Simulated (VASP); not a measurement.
A run of VASP 6.6.1:

Contents of INCAR:

```
SYSTEM = C
ALGO     = Normal         ! electronic algorithm
EDIFF    = 1E-6           ! SCF threshold, eV
ENCUT    = 520            ! plane-wave cutoff, eV
GGA      = PE             ! functional
ISIF     = 2              ! what is computed and relaxed
ISMEAR   = 0              ! smearing method
LASPH    = .TRUE.         ! aspherical terms in the spheres
LCHARG   = .FALSE.        ! write CHGCAR
LREAL    = .FALSE.        ! projectors in reciprocal space
LWAVE    = .FALSE.        ! write WAVECAR
NBANDS   = 11             ! bands
NELM     = 80             ! most SCF steps
PREC     = Accurate       ! precision mode
SIGMA    = 0.05           ! smearing width, eV
```

KPOINTS

```
k-points
0
G
  22 22 22
  0 0 0
```

POSCAR

```
C
1.0
    0.0000000000      1.6849573879      1.6849573879
    1.6849573879      0.0000000000      1.6849573879
    1.6849573879      1.6849573879      0.0000000000
C
2
Direct
    0.0000000000      0.0000000000      0.0000000000
    0.2500000000      0.2500000000      0.2500000000
```

Potentials or basis: VASP PAW PBE potentials, release 64 (C).

Run with:

```bash
$ cat potpaw_PBE.64/C/POTCAR > POTCAR
$ mpirun -np 1 vasp_std > vasp.out
```

Hardware: 1 thread of Intel Xeon 6975P-C (shared host).

Task: How long does it take, and how much memory?

Result: Run time: 14 s on 1 thread of Intel Xeon 6975P-C, on a shared host, peak memory 0.13 GiB. Counts: scf iterations 11, k points 328.
